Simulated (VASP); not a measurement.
# Pt: single point with r2SCAN

Crystal: Pt.

```xyz
2
Lattice="2.4846 0.0000 0.0000 -1.2423 2.6299 0.0000 0.0000 0.0000 4.7921" Properties=species:S:1:pos:R:3 pbc="T T T"
Pt    1.2423    0.8766    3.5941
Pt    0.0000    1.7533    1.1980
```

This cell differs from its parent crystal: strain -0.1000 x Voigt [1, -1, 0, 0, 0, 0].

| Item | Value |
| --- | --- |
| Program | VASP 6.6.1 |
| Task | single point |
| Functional | r2SCAN |
| Potentials or basis | VASP PAW PBE potentials, release 64 (Pt) |
| Cutoff | 520 eV |
| k mesh | 18 × 18 × 10 |
| Occupations | gaussian, width 0.15 eV |
| Spin | no spin polarisation |
| Dipole correction | no |
| Further INCAR settings | ALGO = Normal; EDIFF = 1e-06; NBANDS = 17 |

The pressure is 7.4 GPa, the largest force is 0.033 eV/Å and the band gap on the k mesh is zero (bands 10 and 11 overlap by 1.58 eV).

Forces on the atoms (eV/Å):
```
Pt   0.000 -0.033  0.000
Pt   0.000  0.033  0.000
```

Stress tensor (GPa, compression positive):
```
 44.31   0.00   0.00
  0.00 -14.57   0.00
  0.00   0.00  -7.49
```

Levels at points of the mesh, in eV from the Fermi level:
| k point | band 8 | band 9 | band 10 | band 11 | band 12 | band 13 |
| --- | --- | --- | --- | --- | --- | --- |
| (0.00, 0.00, 0.00) | -1.40 | -1.25 | -0.68 | -0.58 | 0.26 | 4.86 |
| (0.50, 0.00, 0.00) | -0.26 | -0.01 | 0.20 | 3.47 | 5.38 | 9.25 |
| (0.00, 0.50, 0.00) | 0.27 | 0.48 | 0.52 | 1.62 | 2.80 | 6.19 |
| (0.00, 0.00, 0.50) | -1.79 | -1.23 | -1.23 | -0.20 | -0.20 | 12.54 |
| (0.50, 0.00, 0.50) | -0.86 | 0.44 | 0.44 | 2.71 | 2.71 | 8.64 |
| (0.00, 0.50, 0.50) | -0.88 | 0.42 | 0.42 | 1.10 | 1.10 | 5.01 |

Run time: 22 min on 1 thread of Oxide Virtual Turin-like Processor, on a shared host, peak memory 0.32 GiB.

Caveat: the cell differs from its parent crystal (strain -0.1000 x Voigt [1, -1, 0, 0, 0, 0]); the stress differs along the axes, from -15 to 44 GPa; the PAW data sets were made with another functional, which shifts forces and pressure a little; spin-orbit coupling is left out, which moves the levels of the heavy elements.
